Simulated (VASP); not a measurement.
Write the native input for VASP 6.6.1 that does the following.

```yaml
Task: single point
Functional: PBE
Potentials_or_basis: VASP PAW PBE potentials, release 64 (Li_sv, F)
Cutoff: 520 eV
k_mesh: 9 × 9 × 6
Occupations: gaussian, width 0.05 eV
Spin: no spin polarisation
Dipole_correction: no
Further_INCAR_settings: ALGO = Normal; EDIFF = 1e-06; NBANDS = 18
```

The structure of LiF lies in POSCAR:

```
LiF
1.0
    3.0932795901      0.0000000000      0.0000000000
   -1.5466397950      2.6788587060      0.0000000000
    0.0000000000      0.0000000000      5.0058543606
Li F
2 2
Direct
    0.3333333333      0.6666666667      0.3606709794
    0.6666666667      0.3333333333      0.8606709794
    0.3333333333      0.6666666667      0.9939266766
    0.6666666667      0.3333333333      0.4939266766
```

This cell differs from its parent crystal: atoms shifted along a free coordinate, c/a of the conventional cell at fixed volume 1.6183.

These files were run (other wordings do the same):

INCAR

```
PREC = Accurate ; ENCUT = 520
EDIFF = 1E-6 ; ISMEAR = 0
SIGMA = 0.05 ; LREAL = False
LASPH = True ; NELM = 60
ALGO = Normal ; ISIF = 2
LWAVE = False ; LCHARG = True
GGA = PE ; LELF = True
LVHAR = True ; NBANDS = 18
```

KPOINTS

```
regular mesh
0
Gamma
  9 9 6
```

Potentials or basis: VASP PAW PBE potentials, release 64 (Li_sv, F).

Command:

```console
$ cat potpaw_PBE.64/Li_sv/POTCAR potpaw_PBE.64/F/POTCAR > POTCAR
$ mpirun -np 1 vasp_std > vasp.out
```

Results of the run:

```
Largest force          : 0.232 eV/Å
Band gap on the k mesh : 7.65 eV
```

Caveat: an odd mesh through Γ misses points on the zone boundary, where band edges can lie.

Run time: 18 s on 1 thread of Intel(R) Xeon(R) Platinum 8488C (Sapphire Rapids), with other jobs on the host, peak memory 0.16 GiB.
